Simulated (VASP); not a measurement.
Input of a VASP 6.6.1 run:

Contents of INCAR:

```
  PREC = Accurate
  ENCUT = 520
  EDIFF = 1E-7
  ISMEAR = 0
  SIGMA = 0.01
  LREAL = False
  LASPH = True
  NELM = 60
  ALGO = Normal
  ISIF = 2
  LWAVE = False
  LCHARG = False
  GGA = PE
  NBANDS = 28
```

Contents of KPOINTS:

```
Automatic mesh
0
Gamma
  4 4 3
```

The input POSCAR:

```
PbO
1.0
    3.9900000000      0.0000000000      0.0000000000
    0.0000000000      3.9900000000      0.0000000000
    0.0000000000      0.0000000000      5.0100000000
Pb O
2 2
Direct
    0.0000000000      0.5000000000      0.2400000000
    0.5000000000      0.0000000000      0.7600000000
    0.0000000000      0.0000000000      0.0000000000
    0.5000000000      0.5000000000      0.0000000000
```

Potentials or basis: VASP PAW PBE potentials, release 64 (Pb_d, O).

The run is started by

```sh
$ cat potpaw_PBE.64/Pb_d/POTCAR potpaw_PBE.64/O/POTCAR > POTCAR
$ mpirun -np 1 vasp_std > vasp.out
```

(1) Estimate the band gap on the k mesh.

(2) Estimate the pressure.

(3) Predict the largest force.

Results:

(1) 1.16 eV (least direct gap 2.11 eV).

(2) 3.1 GPa.

(3) 0.026 eV/Å.

Caveat: the cell stands under pressure; spin-orbit coupling is left out, which moves the levels of the heavy elements; an odd mesh through Γ misses points on the zone boundary, where band edges can lie.
